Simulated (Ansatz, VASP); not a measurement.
## One calculation of GaP2, two programs

File INCAR:

```
ALGO     = Normal         # electronic algorithm
EDIFF    = 1E-6           # SCF threshold, eV
EDIFFG   = -0.01          # ionic threshold
ENCUT    = 600            # plane-wave cutoff, eV
GGA      = PE             # functional
IBRION   = 2              # ionic algorithm
ISIF     = 3              # what is computed and relaxed
ISMEAR   = 0              # smearing method
LASPH    = T              # aspherical terms in the spheres
LCHARG   = F              # write CHGCAR
LREAL    = F              # projectors in reciprocal space
LWAVE    = F              # write WAVECAR
NELM     = 60             # most SCF steps
NSW      = 100            # ionic steps
PREC     = Accurate       # precision mode
SIGMA    = 0.1            # smearing width, eV
```

KPOINTS

```
k-points
0
Gamma
  14 14 14
```

POSCAR

```
GaP2
1.0
    0.0000000000      3.0005973179      3.0005973179
    3.0005973179      0.0000000000      3.0005973179
    3.0005973179      3.0005973179      0.0000000000
Ga P
1 2
Direct
    0.5000000000      0.5000000000      0.5000000000
    0.2500000000      0.2500000000      0.2500000000
    0.0000000000      0.0000000000      0.0000000000
```

Input for Ansatz:

```yaml
crystal:
  lattice:
    - [0.0, 3.0005973179, 3.0005973179]
    - [3.0005973179, 0.0, 3.0005973179]
    - [3.0005973179, 3.0005973179, 0.0]
  atoms:
    - { symbol: Ga, position: [0.5, 0.5, 0.5] }
    - { symbol: P, position: [0.25, 0.25, 0.25] }
    - { symbol: P, position: [0.0, 0.0, 0.0] }
basis:
  ecutwfc: 420
kpoints:
  mp_grid: { grid: [14, 14, 14] }
hamiltonian:
  xc: pbe
scf:
  occupations: { method: gaussian, width: 0.1 }
output:
  forces: true
  stress: true
  eigenvalues: true
  write_density: true
  write_potential: true
  elf: true
  volumetric_format: npy
relax:
  adjacent_minimum: "off"
  f_tol: 0.01
  max_steps: 80
  cell: { stress_tol: 0.05 }
```

Alike in both runs: task relaxation of cell and atoms; functional PBE; k mesh 14 × 14 × 14; occupations gaussian, width 0.1 eV; no spin polarisation.

```csv
,VASP,Ansatz
version,VASP 6.6.1,Ansatz 0.2.0
potentials or method,"VASP PAW PBE potentials, release 64 (Ga_d, P), cutoff 600 eV","scalar-relativistic, plane waves, PAW"
valence electrons in the cell,23,23
```

|  | VASP | Ansatz | Ansatz less VASP |
| --- | --- | --- | --- |
| gap on the k mesh at the Fermi level, each at its own relaxed structure (eV) | none | none | - |
| relaxed volume (Å³/atom) | 18.21 | 18.21 | +0.006 |
| relaxed cell length with the largest relative difference (Å) | 4.259 | 4.259 | +0.0004 |

A gap of «none» marks a metal or a gap that the smearing closes.
